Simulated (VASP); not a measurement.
BeS, 2 atoms in the cell. It takes space group Pm-3m (No. 221, cubic). Conventional cell: a = 2.941 Å, b = 2.941 Å, c = 2.941 Å, α = 90.00°, β = 90.00°, γ = 90.00°. Within 3.4 Å of Be (site symmetry m-3m) lie 8 S at 2.55 Å and 6 Be at 2.94 Å. S (site symmetry m-3m) has 8 Be at 2.55 Å and 6 S at 2.94 Å within 3.4 Å. 

* Program: VASP 6.6.1
* Task: single point
* Functional: PBEsol
* Potentials or basis: VASP PAW PBE potentials, release 64 (Be, S)
* Cutoff: 600 eV
* k mesh: 6 × 6 × 6
* Occupations: tetrahedron
* Spin: no spin polarisation
* Dipole correction: no
* Further INCAR settings: ALGO = Normal; EDIFF = 1e-06; NBANDS = 11

Potentials or basis: VASP PAW PBE potentials, release 64 (Be, S).

Launch:

```sh
$ cat potpaw_PBE.64/Be/POTCAR potpaw_PBE.64/S/POTCAR > POTCAR
$ mpirun -np 1 vasp_std > vasp.out
```

Hardware: 1 thread of Intel Xeon 8259CL, on a shared host.

Estimate the wall time of this run.

Run time: 8.1 s on 1 thread of Intel Xeon 8259CL (shared host), peak memory 0.13 GiB. Counts: scf iterations 14, k points 20.
